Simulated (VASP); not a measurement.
Cu:

```
Cu
1.0
     0.00000    1.81947    1.81947
     1.81947    0.00000    1.81947
     1.81947    1.81947    0.00000
Cu
1
Cartesian
  0.0000 0.0000 0.0000
```

Base run:

```yaml
Program: VASP 6.6.1
Functional: PBE exchange alone
Potentials_or_basis: VASP PAW PBE potentials, release 64 (Cu)
Cutoff: 600 eV
k_mesh: 13 × 13 × 13
Occupations: fermi-dirac, width 0.05 eV
Spin: no spin polarisation
```

Its results: band gap on the k mesh zero (an odd number of electrons rules out a gap without spin polarisation); pressure 20.1 GPa.

Task: The run is repeated on the same cell with these changes: functional from PBE exchange alone to SVWN5. What comes out?

Result: Band gap on the k mesh zero (an odd number of electrons rules out a gap without spin polarisation); pressure -14.4 GPa.

Caveats: the cell stands under pressure (at least some runs); the cell stands under tension (at least some runs); the PAW data sets were made with another functional, which shifts forces and pressure a little (at least some runs).
